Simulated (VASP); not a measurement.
Here is a VASP 6.6.1 calculation.

Contents of POSCAR:

```
MgO
1.0
    2.9230552965      0.0000000000      0.0000000000
   -1.4615276483      2.5314401435      0.0000000000
    0.0000000000      0.0000000000      5.0921016501
Mg O
2 2
Direct
    0.0000000000      0.0000000000      0.0000000000
    0.0000000000      0.0000000000      0.5000000000
    0.3333333333      0.6666666667      0.2500000000
    0.6666666667      0.3333333333      0.7500000000
```

Contents of INCAR.step1:

```
ALGO = Normal
EDIFF = 1E-5
ENCUT = 920
GGA = PE
GGA_COMPAT = False
ISMEAR = 0
LASPH = True
LCHARG = False
LREAL = False
LWAVE = True
NBANDS = 24
NELM = 120
PREC = Accurate
SIGMA = 0.01
```

The input INCAR.step2:

```
ALGO = Normal
EDIFF = 1E-6
ENCUT = 920
GGA_COMPAT = False
ISIF = 2
ISMEAR = 0
ISTART = 1
LASPH = True
LCHARG = False
LMIXTAU = True
LREAL = False
LWAVE = False
METAGGA = R2SCAN
NBANDS = 24
NELM = 120
PREC = Accurate
SIGMA = 0.01
```

KPOINTS

```
k-points
0
Gamma
  9 9 4
```

Potentials or basis: VASP PAW PBE potentials, release 64 (Mg_sv, O).

Run with:

```sh
$ cat potpaw_PBE.64/Mg_sv/POTCAR potpaw_PBE.64/O/POTCAR > POTCAR
$ cp INCAR.step1 INCAR
$ mpirun -np 1 vasp_std > vasp.out
$ cp INCAR.step2 INCAR
$ mpirun -np 1 vasp_std > vasp.out
```

(1) Estimate the band gap on the k mesh.

(2) Predict the pressure.

Results:

(1) 5.36 eV.

(2) 0.4 GPa.

Caveat: the PAW data sets were made with another functional, which shifts forces and pressure a little.
